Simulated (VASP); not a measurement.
A run of VASP 6.6.1 is set up as follows.

File INCAR:

```
PREC = Accurate
ENCUT = 520
EDIFF = 1E-6
ISMEAR = 0
SIGMA = 0.1
LREAL = F
LASPH = T
NELM = 100
ALGO = Normal
ISIF = 2
LWAVE = F
LCHARG = F
GGA = PE
NBANDS = 18
```

The input KPOINTS:

```
Automatic mesh
0
Gamma
  6 6 4
```

Contents of POSCAR:

```
NaRu
1.0
    2.9961142021      0.0000000000      0.0000000000
    0.0000000000      2.9961142021      0.0000000000
    0.0000000000      0.0000000000      3.9270496863
Na Ru
1 1
Direct
    0.5000000000      0.5000000000      0.5000000000
    0.0000000000      0.0000000000      0.0000000000
```

Potentials or basis: VASP PAW PBE potentials, release 64 (Na_pv, Ru_pv).

The run is started by

```console
$ cat potpaw_PBE.64/Na_pv/POTCAR potpaw_PBE.64/Ru_pv/POTCAR > POTCAR
$ mpirun -np 1 vasp_std > vasp.out
```

What does it give for the band gap on the k mesh?

Zero (an odd number of electrons rules out a gap without spin polarisation).

What does it give for the pressure?

-2.6 GPa.

Stress tensor (GPa, compression positive):
```
-8.12  0.00  0.00
 0.00 -8.12  0.00
 0.00  0.00  8.58
```

Caveat: the k points lie up to 0.40 Å⁻¹ apart, too coarse for converged energies and pressures of a metal.
